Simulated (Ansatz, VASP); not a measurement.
# MnAs: VASP beside Ansatz

File POSCAR:

```
MnAs
1.0
    3.7100000000      0.0000000000      0.0000000000
   -1.8550000000      3.2129542480      0.0000000000
    0.0000000000      0.0000000000      5.6910000000
As Mn
2 2
Direct
    0.6666666667      0.3333333333      0.7500000000
    0.3333333333      0.6666666667      0.2500000000
    0.0000000000      0.0000000000      0.5000000000
    0.0000000000      0.0000000000      0.0000000000
```

File INCAR.step1:

```
SYSTEM = MnAs
PREC = Accurate ; ENCUT = 520
EDIFF = 1E-5 ; ISMEAR = -1
SIGMA = 0.05 ; LREAL = .FALSE.
LASPH = .TRUE. ; NELM = 150
ALGO = Normal ; ISIF = 2
LWAVE = .TRUE. ; LCHARG = .FALSE.
ISPIN = 2 ; MAGMOM = 0 0 4 4
LORBIT = 11 ; LMAXMIX = 4
NBANDS = 30 ; GGA = PE
LUSENCCL = .FALSE.
```

Contents of INCAR.step2:

```
SYSTEM = MnAs
PREC = Accurate ; ENCUT = 520
EDIFF = 1E-6 ; ISMEAR = -1
SIGMA = 0.05 ; LREAL = .FALSE.
LASPH = .TRUE. ; NELM = 150
ALGO = Normal ; ISIF = 2
LWAVE = .FALSE. ; LCHARG = .FALSE.
ISPIN = 2 ; MAGMOM = 0 0 4 4
LORBIT = 11 ; LMAXMIX = 4
GGA = PE ; LHFCALC = .TRUE.
AEXX = 0.25 ; HFSCREEN = 0.2
PRECFOCK = Normal ; NBANDS = 30
ISTART = 1 ; LUSENCCL = .FALSE.
```

The input KPOINTS:

```
regular mesh
0
G
  4 4 3
  0 0 0
```

File input.yaml:

```yaml
crystal:
  lattice:
    - [3.71, 0.0, 0.0]
    - [-1.855, 3.212954248, 0.0]
    - [0.0, 0.0, 5.691]
  atoms:
    - { symbol: As, position: [0.6666666667, 0.3333333333, 0.75] }
    - { symbol: As, position: [0.3333333333, 0.6666666667, 0.25] }
    - { symbol: Mn, position: [0.0, 0.0, 0.5], spin: 4.0 }
    - { symbol: Mn, position: [0.0, 0.0, 0.0], spin: 4.0 }
hamiltonian:
  xc: { exchange: pbe, correlation: pbe, exx: { coeff: 0.25, omega: 0.2 } }
  pseudopotentials: { kind: paw }
magnetization:
  spin_polarized: true
kpoints:
  mp_grid: { grid: [4, 4, 3] }
scf:
  occupations: { method: fermi_dirac, width: 0.05 }
output:
  forces: true
  stress: true
  eigenvalues: true
  write_density: true
  write_potential: true
  elf: true
  volumetric_format: npy
```

Alike in both runs: task single point; functional PBE-based screened hybrid; k mesh 4 × 4 × 3; occupations fermi-dirac, width 0.05 eV; collinear spin.

```csv
,VASP,Ansatz
version,VASP 6.6.1,Ansatz 0.2.0
potentials or method,"VASP PAW PBE potentials, release 64 (As, Mn_pv)",Ansatz PAW
plane-wave cutoff (eV),520,420
valence electrons in the cell,36,60
```

|  | VASP | Ansatz | Ansatz less VASP |
| --- | --- | --- | --- |
| gap on the k mesh at the Fermi level (eV) | none | none | - |
| pressure (GPa) | 9.2 | 9.2 | +0.07 |
| traceless stress, the component that is largest in VASP (GPa) | 0.10 | 0.03 | -0.064 |
| net moment per atom (μB) | 1.99 | 1.99 | 0.000 |
| size of the moment on the site where the two differ most (μB) | 4.10 | 4.04 | -0.060 |

VASP's potentials were made for PBE, not for PBE-based screened hybrid. Site moments also hang on the region over which each program counts them. A gap of «none» marks a metal or a gap that the smearing closes. The functional is the same, so the differences come from potentials, cutoffs and numerics. VASP's potentials hold 36 valence electrons a cell and Ansatz's 60, so a difference there can come from the potentials and not from the codes.

The k mesh is coarse, so the values compare programs but aren't converged. Noted on Ansatz's run: the magnetic or orbital state may not be the lowest.
